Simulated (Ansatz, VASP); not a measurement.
One calculation of Sb2Pt, two programs

```
CELL_PARAMETERS angstrom
6.44100 0.00000 0.00000
0.00000 6.44100 0.00000
0.00000 0.00000 6.44100
ATOMIC_POSITIONS crystal
Sb 0.37441 0.37441 0.37441
Sb 0.12559 0.62559 0.87441
Sb 0.87441 0.12559 0.62559
Sb 0.62559 0.87441 0.12559
Sb 0.62559 0.62559 0.62559
Sb 0.87441 0.37441 0.12559
Sb 0.12559 0.87441 0.37441
Sb 0.37441 0.12559 0.87441
Pt 0.00000 0.00000 0.00000
Pt 0.50000 0.00000 0.50000
Pt 0.50000 0.50000 0.00000
Pt 0.00000 0.50000 0.50000
```

Alike in both runs: functional PBE; k mesh 5 × 5 × 5; occupations fermi-dirac, width 0.05 eV; no spin polarisation.

Ansatz relaxed the structure, and its values are those at the end. VASP's run is a single point on that final structure, the one shown.

|  | VASP | Ansatz |
| --- | --- | --- |
| version | VASP 6.6.1 | Ansatz 0.2.0 |
| potentials or method | VASP PAW PBE potentials, release 64 (Sb, Pt) | plane-wave PAW, scalar-relativistic |
| plane-wave cutoff (eV) | 520 | 420 |
| valence electrons in the cell | 80 | 192 |

|  | VASP | Ansatz | Ansatz less VASP |
| --- | --- | --- | --- |
| pressure (GPa) | 5.8 | 6.1 | +0.37 |
| rms of the force components (eV/Å) | 0.013 | 0.003 | -0.0101 |

The functional is the same, so the differences come from potentials, cutoffs and numerics. VASP's potentials hold 80 valence electrons a cell and Ansatz's 192, so a difference there can come from the potentials and not from the codes. Ansatz's warnings: stress scf threshold loose.

Neither program's run includes spin-orbit coupling.
